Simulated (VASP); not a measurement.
# SnTe (Fm-3m) in VASP: further runs

Runs on SnTe. Level: LDA. Tasks: single point.

Program: VASP 6.6.1. These are calculated values, not measurements. Logs are shortened: lines on timing, memory, paths and dates and some standing lists are left out, and cuts for length are marked.

## (1) The cell of the first run

The structure is cubic, space group Fm-3m (No. 225). The conventional cell has a = 6.228 Å, b = 6.228 Å, c = 6.228 Å, α = 90.00°, β = 90.00°, γ = 90.00°. Within 4.1 Å of Sn (site symmetry m-3m) lie 6 Te at 3.11 Å. Te (site symmetry m-3m) has 6 Sn at 3.11 Å within 4.1 Å.

## (2) Single point, LDA (volume scaled by 0.96)

INCAR

```
  ALGO = Normal
  EDIFF = 1E-6
  ENCUT = 520
  ISIF = 2
  ISMEAR = -1
  LASPH = T
  LCHARG = F
  LREAL = F
  LWAVE = F
  NBANDS = 17
  NELM = 80
  PREC = Accurate
  SIGMA = 0.08
```

KPOINTS

```
k-points
0
Gamma
  11 11 11
```

POSCAR

```
SnTe
1.0
    0.0000000000      3.1138393650      3.1138393650
    3.1138393650      0.0000000000      3.1138393650
    3.1138393650      3.1138393650      0.0000000000
Sn Te
1 1
Direct
    0.0000000000      0.0000000000      0.0000000000
    0.5000000000      0.5000000000      0.5000000000
```

Potentials or basis: VASP PAW LDA potentials, release 64 (Sn_d, Te).

Launch:

```sh
cat potpaw_LDA.64/Sn_d/POTCAR potpaw_LDA.64/Te/POTCAR > POTCAR
mpirun -np 1 vasp_std > vasp.out
```

OUTCAR:

```text
EDIFF = 1E-6
   ENCUT = 520
   ISIF = 2
   ISMEAR = -1
   LASPH = T
   LREAL = F
   NELM = 80
   PREC = Accurate

 ion  position               nearest neighbor table
   1  0.000  0.000  0.000-   2 3.11   2 3.11   2 3.11   2 3.11   2 3.11   2 3.11
   2  0.500  0.500  0.500-   1 3.11   1 3.11   1 3.11   1 3.11   1 3.11   1 3.11

  LATTYP: Found a face centered cubic cell.
 ALAT       =     6.2276787300

  Lattice vectors:

 A1 = (   0.0000000000,   3.1138393650,   3.1138393650)
 A2 = (   3.1138393650,   0.0000000000,   3.1138393650)
 A3 = (   3.1138393650,   3.1138393650,   0.0000000000)

Analysis of symmetry for initial positions (statically):
=====================================================================
 Subroutine PRICEL returns:
 Original cell was already a primitive cell.

 Routine SETGRP: Setting up the symmetry group for a
 face centered cubic supercell.

 Subroutine GETGRP returns: Found 48 space group operations
 (whereof 48 operations were pure point group operations)
 out of a pool of 48 trial point group operations.

The static configuration has the point symmetry O_h .

Analysis of symmetry for dynamics (positions and initial velocities):
=====================================================================
 Subroutine PRICEL returns:
 Original cell was already a primitive cell.

 Routine SETGRP: Setting up the symmetry group for a
 face centered cubic supercell.

 Subroutine GETGRP returns: Found 48 space group operations
 (whereof 48 operations were pure point group operations)
 out of a pool of 48 trial point group operations.

The dynamic configuration has the point symmetry O_h .

 Subroutine INISYM returns: Found 48 space group operations
 (whereof 48 operations are pure point group operations),
 and found     1 'primitive' translations

----------------------------------------------------------------------------------------

                                     Primitive cell

  volume of cell :      60.3835

  direct lattice vectors                    reciprocal lattice vectors
     0.000000000  3.113839365  3.113839365    -0.160573473  0.160573473  0.160573473
     3.113839365  0.000000000  3.113839365     0.160573473 -0.160573473  0.160573473
     3.113839365  3.113839365  0.000000000     0.160573473  0.160573473 -0.160573473

  length of vectors
     4.403633861  4.403633861  4.403633861     0.278121413  0.278121413  0.278121413

  position of ions in fractional coordinates (direct lattice)
     0.000000000  0.000000000  0.000000000
     0.500000000  0.500000000  0.500000000

  ion indices of the primitive-cell ions
   primitive index   ion index
                 1           1
                 2           2

----------------------------------------------------------------------------------------

 KPOINTS: k-points

Automatic generation of k-mesh.
 Grid dimensions read from file:
 generate k-points for:   11   11   11

 Generating k-lattice:

  Cartesian coordinates                     Fractional coordinates (reciprocal lattice)
    -0.014597588  0.014597588  0.014597588     0.090909091  0.000000000  0.000000000
     0.014597588 -0.014597588  0.014597588     0.000000000  0.090909091  0.000000000
     0.014597588  0.014597588 -0.014597588     0.000000000  0.000000000  0.090909091

  Length of vectors
     0.025283765  0.025283765  0.025283765

  Shift w.r.t. Gamma in fractional coordinates (k-lattice)
     0.000000000  0.000000000  0.000000000

 Subroutine IBZKPT returns following result:
 ===========================================

 Found     56 irreducible k-points:

 Following reciprocal coordinates:
            Coordinates               Weight
  0.000000  0.000000  0.000000      1.000000
  0.090909  0.000000  0.000000      8.000000
  0.181818  0.000000  0.000000      8.000000
  0.272727  0.000000  0.000000      8.000000
  0.363636  0.000000  0.000000      8.000000
  0.454545  0.000000  0.000000      8.000000
[... 16 lines left out ...]
 -0.272727  0.181818  0.000000     24.000000
 -0.181818  0.181818  0.000000     12.000000
 [... further k-points ...]
   k-points           NKPTS =     56   k-points in BZ     NKDIM =     56   number of bands    NBANDS=     17
   number of dos      NEDOS =    301   number of ions     NIONS =      2
   total plane-waves  NPLWV =  46656
   dimension x,y,z NGX =    36 NGY =   36 NGZ =   36
   dimension x,y,z NGXF=    72 NGYF=   72 NGZF=   72
   ions per type =               1   1
   NGX,Y,Z   is equivalent  to a cutoff of  13.59, 13.59, 13.59 a.u.
   NGXF,Y,Z  is equivalent  to a cutoff of  27.18, 27.18, 27.18 a.u.
 SYSTEM =  unknown system
   PREC   = accura    normal or accurate (medium, high low for compatibility)
   ISTART =      0    job   : 0-new  1-cont  2-samecut
   ICHARG =      2    charge: 1-file 2-atom 10-const
   ISPIN  =      1    spin polarized calculation?
   LNONCOLLINEAR =      F non collinear calculations
   LSORBIT =      F    spin-orbit coupling
   LASPH  =      T    aspherical Exc in radial PAW
   ENCUT  =  520.0 eV  38.22 Ry    6.18 a.u.   8.19  8.19  8.19*2*pi/ulx,y,z
   NELM   =     80;   NELMIN=  2; NELMDL= -5     # of ELM steps
   EDIFF  = 0.1E-05   stopping-criterion for ELM
   LREAL  =      F    real-space projection
   EDIFFG = 0.1E-04   stopping-criterion for IOM
   NSW    =      0    number of steps for IOM
   IBRION =     -1    ionic relax: 0-MD 1-quasi-New 2-CG
   NFREE  =      0    steps in history (QN), initial steepest desc. (CG)
   ISIF   =      2    stress and relaxation
   ISYM   =      2    0-nonsym 1-usesym 2-fastsym
   POTIM  = 0.5000    time-step for ionic-motion
   TEBEG  =    0.0;   TEEND  =   0.0 temperature during run
   PSTRESS=    0.0 pullay stress
   NELECT =      20.0000    total number of electrons
   NUPDOWN=      -1.0000    fix difference up-down
   EMIN   =  10.00;   EMAX   =-10.00  energy-range for DOS
   EFERMI =   0.00;   METHOD = LEGACY
   ISMEAR =    -1;   SIGMA  =   0.08  broadening in eV -4-tet -1-fermi 0-gaus
   EFERMI_NEDOS =   21; number of points for ismear=-14 and -15
   IALGO  =     38    algorithm
   IMIX   =      4    mixing-type and parameters
     AMIX     =   0.40;   BMIX     =  1.00
     AMIX_MAG =   1.60;   BMIX_MAG =  1.00
  volume/ion in A,a.u.               =      30.19       203.74
  Fermi-wavevector in a.u.,A,eV,Ry     =   1.132692  2.140478 17.456165  1.282992
  Thomas-Fermi vector in A             =   2.269394
   LORBIT       =      0    0 simple, 1 ext, 2 COOP (PROOUT), +10 PAW based schemes
   GGA     = CA    functional components
   LHFCALC =     F    Hartree Fock is set to
   AEXX    =    0.0000 exact exchange contribution
   IVDW    =     0    specifies the selected vdW correction
   LEPSILON=     F    determine dielectric tensor
   LRPA    =     F    only Hartree local field effects (RPA)
 non-spin polarized calculation
  energy-cutoff  :      520.00
  volume of cell :       60.38
 maximum number of plane-waves:      1641
 NGX is ok and might be reduce to    36
   NGX = 17   NGY = 17   NGZ = 17

 number of electron      19.9999997 magnetization

 Free energy of the ion-electron system (eV)
  ---------------------------------------------------
  ext. energy  EPLUGINS =         0.00000000
  ---------------------------------------------------
  free energy    TOTEN  =        -8.83305633 eV

  energy without entropy =       -8.83083243  energy(sigma->0) =       -8.83194438

 E-fermi :   7.1854     XC(G=0):  -9.8947

 val. band max:        7.0125164583   @ k =   0.4545   0.0000   0.0000
 cond. band min:       7.4638721268   @ k =  -0.3636   0.0909   0.0000
 fundamental gap:      0.4513556685
 Fermi energy:         7.1854349116

 k-point     1 :       0.0000    0.0000    0.0000
  band No.  band energies     occupation
      1     -14.6166      2.00000
      2     -14.6166      2.00000
      3     -14.6053      2.00000
      4     -14.6053      2.00000
      5     -14.6053      2.00000
      6      -5.8944      2.00000
[... 9 lines left out ...]
     16      11.9063      0.00000
     17      13.8611      0.00000

 k-point     2 :       0.0909    0.0000    0.0000
  band No.  band energies     occupation
      1     -14.6170      2.00000
      2     -14.6170      2.00000
      3     -14.6052      2.00000
      4     -14.6048      2.00000
      5     -14.6048      2.00000
      6      -5.8206      2.00000
[... 9 lines left out ...]
     16      12.0850      0.00000
     17      14.5131      0.00000

 k-point     3 :       0.1818    0.0000    0.0000
  band No.  band energies     occupation
      1     -14.6182      2.00000
      2     -14.6182      2.00000
      3     -14.6048      2.00000
      4     -14.6032      2.00000
      5     -14.6032      2.00000
      6      -5.6052      2.00000
[... 9 lines left out ...]
     16      12.5813      0.00000
     17      15.9463      0.00000

 k-point     4 :       0.2727    0.0000    0.0000
  band No.  band energies     occupation
      1     -14.6200      2.00000
      2     -14.6200      2.00000
      3     -14.6043      2.00000
      4     -14.6010      2.00000
      5     -14.6010      2.00000
      6      -5.2710      2.00000
[... 9 lines left out ...]
     16      13.3642      0.00000
     17      17.5316      0.00000

 k-point     5 :       0.3636    0.0000    0.0000
  band No.  band energies     occupation
      1     -14.6217      2.00000
      2     -14.6217      2.00000
      3     -14.6039      2.00000
      4     -14.5988      2.00000
      5     -14.5988      2.00000
      6      -4.8770      2.00000
[... 9 lines left out ...]
     16      14.4018      0.00000
     17      17.7578      0.00000

 k-point     6 :       0.4545    0.0000    0.0000
  band No.  band energies     occupation
      1     -14.6227      2.00000
      2     -14.6227      2.00000
      3     -14.6036      2.00000
      4     -14.5974      2.00000
      5     -14.5974      2.00000
      6      -4.5683      2.00000
[... 9 lines left out ...]
     16      15.6277      0.00000
     17      16.4432      0.00000

 k-point     7 :       0.0909    0.0909    0.0000
  band No.  band energies     occupation
      1     -14.6180      2.00000
      2     -14.6162      2.00000
      3     -14.6057      2.00000
      4     -14.6044      2.00000
      5     -14.6044      2.00000
      6      -5.7961      2.00000
[... 9 lines left out ...]
     16      12.4004      0.00000
     17      14.2130      0.00000

 k-point     8 :       0.1818    0.0909    0.0000
  band No.  band energies     occupation
      1     -14.6198      2.00000
      2     -14.6163      2.00000
      3     -14.6057      2.00000
      4     -14.6031      2.00000
      5     -14.6029      2.00000
      6      -5.6281      2.00000
[... 9 lines left out ...]
     16      12.9629      0.00000
     17      14.8739      0.00000
[... 203 lines left out ...]
      1     -14.6266      2.00000
      2     -14.6162      2.00000
      3     -14.6060      2.00000
      4     -14.5988      2.00000
      5     -14.5976      2.00000
      6      -4.9259      2.00000
[... 9 lines left out ...]
     16      15.3577      0.00000
     17      16.6991      0.00000

 k-point    20 :       0.4545    0.1818    0.0000
  band No.  band energies     occupation
      1     -14.6273      2.00000
      2     -14.6182      2.00000
      3     -14.6044      2.00000
      4     -14.5982      2.00000
      5     -14.5963      2.00000
      6      -4.5755      2.00000
[... 9 lines left out ...]
     16      16.4355      0.00000
     17      16.4682      0.00000

 k-point    21 :      -0.4545    0.1818    0.0000
  band No.  band energies     occupation
      1     -14.6265      2.00000
      2     -14.6200      2.00000
      3     -14.6027      2.00000
      4     -14.5983      2.00000
      5     -14.5962      2.00000
      6      -4.3768      2.00000
[... 9 lines left out ...]
     16      15.5330      0.00000
     17      17.3646      0.00000

 k-point    22 :      -0.3636    0.1818    0.0000
  band No.  band energies     occupation
      1     -14.6245      2.00000
      2     -14.6213      2.00000
      3     -14.6020      2.00000
      4     -14.5987      2.00000
      5     -14.5975      2.00000
      6      -4.4822      2.00000
[... 9 lines left out ...]
     16      14.5775      0.00000
     17      17.5276      0.00000

 k-point    23 :      -0.2727    0.1818    0.0000
  band No.  band energies     occupation
      1     -14.6219      2.00000
      2     -14.6217      2.00000
      3     -14.6028      2.00000
      4     -14.5994      2.00000
      5     -14.5990      2.00000
      6      -4.8056      2.00000
[... 9 lines left out ...]
     16      15.8553      0.00000
     17      16.5031      0.00000

 k-point    24 :      -0.1818    0.1818    0.0000
  band No.  band energies     occupation
      1     -14.6212      2.00000
      2     -14.6195      2.00000
      3     -14.6040      2.00000
      4     -14.6014      2.00000
      5     -14.5998      2.00000
      6      -5.1619      2.00000
[... 9 lines left out ...]
     16      15.1110      0.00000
     17      15.2785      0.00000

 [... further k-points ...]

------------------------ aborting loop because EDIFF is reached ----------------------------------------

  FORCE on cell =-STRESS in cart. coord.  units (eV):
  Direction    XX          YY          ZZ          XY          YZ          ZX
  --------------------------------------------------------------------------------------
  -------------------------------------------------------------------------------------
  Total        0.0872436      0.0872436      0.0872436      0.0000000      0.0000000      0.0000000
  in kB        2.3148631      2.3148631      2.3148631      0.0000000      0.0000000      0.0000000
  external PRESSURE =       2.3148631 kB  Pullay stress =       0.0000000 kB

 VOLUME and BASIS-vectors are now :
 -----------------------------------------------------------------------------
  energy-cutoff  :      520.00
  volume of cell :       60.38
      direct lattice vectors                 reciprocal lattice vectors
     0.000000000  3.113839365  3.113839365    -0.160573473  0.160573473  0.160573473
     3.113839365  0.000000000  3.113839365     0.160573473 -0.160573473  0.160573473
     3.113839365  3.113839365  0.000000000     0.160573473  0.160573473 -0.160573473

 POSITION                                       TOTAL-FORCE (eV/Angst)
 -----------------------------------------------------------------------------------
      0.00000      0.00000      0.00000         0.000000      0.000000     -0.000000
      3.11384      3.11384      3.11384         0.000000      0.000000      0.000000
 -----------------------------------------------------------------------------------
    total drift:                               -0.000000      0.000000      0.000000

  FREE ENERGIE OF THE ION-ELECTRON SYSTEM (eV)
  ---------------------------------------------------
  free  energy   TOTEN  =        -8.8330563258 eV

  energy  without entropy=       -8.8308324271  energy(sigma->0) =       -8.83194438
```

Wall time 36 s (1 thread of Intel Xeon 6975P-C, shared host); peak memory 0.21 GiB.

Results:

* Free energy: -8.8331 eV
* Pressure: 0.2 GPa

Levels at points of the mesh, in eV from the Fermi level:
```csv
k point,band 8,band 9,band 10,band 11,band 12,band 13
"(0.00, 0.00, 0.00)",-2.21,-2.21,-2.21,3.37,3.37,3.37
```

Caveat: this odd mesh misses L, where the gap lies, so gap, dielectric constants and Born charges aren't listed; spin-orbit coupling is left out, which moves the levels of the heavy elements.

(Part 1 of 2 ends here.)
